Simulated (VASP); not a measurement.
Wanted: the native input for a VASP 6.6.1 run.

```
Task                   : relaxation of shape and atoms at fixed volume
Functional             : PBE
Potentials or basis    : VASP PAW PBE potentials, release 64 (Ti_sv)
Cutoff                 : 600 eV
k mesh                 : 12 × 12 × 16
Occupations            : gaussian, width 0.1 eV
Spin                   : no spin polarisation
Dipole correction      : no
Further INCAR settings : ALGO = Fast; EDIFF = 1e-07; IBRION = 2; EDIFFG = -0.01; NSW = 50; ISIF = 4
```

The structure of Ti lies in POSCAR:

```
Ti
1.0
    4.4837915849      0.0000000000      0.0000000000
   -2.2418957925      3.8830774178      0.0000000000
    0.0000000000      0.0000000000      2.7765986663
Ti
3
Direct
    0.0000000000      0.0000000000      0.0000000000
    0.3333333333      0.6666666667      0.5000000000
    0.6666666667      0.3333333333      0.5000000000
```

This isn't the form of Ti at room conditions, which is hcp.

These files were run (other wordings do the same):

INCAR

```
PREC = Accurate
ENCUT = 600
EDIFF = 1E-7
ISMEAR = 0
SIGMA = 0.1
LREAL = False
LASPH = True
NELM = 100
ALGO = Fast
ISIF = 4
LWAVE = False
LCHARG = False
GGA = PE
IBRION = 2
NSW = 50
EDIFFG = -0.01
```

KPOINTS

```
Automatic mesh
0
Gamma
  12 12 16
```

Potentials or basis: VASP PAW PBE potentials, release 64 (Ti_sv).

Run with:

```bash
$ cat potpaw_PBE.64/Ti_sv/POTCAR > POTCAR
$ mpirun -np 1 vasp_std > vasp.out
```

It gave:

```
Energy gained by relaxing : 0.2 meV/atom
Ionic steps               : 2
Pressure after relaxing   : 7.4 GPa
Band gap on the k mesh    : zero (bands 18 and 19 overlap by 0.38 eV)
```

Run time: 18 min on 1 thread of Intel(R) Xeon(R) Platinum 8259CL CPU @ 2.50GHz (Skylake/Cascade Lake), on a shared host, peak memory 0.31 GiB.
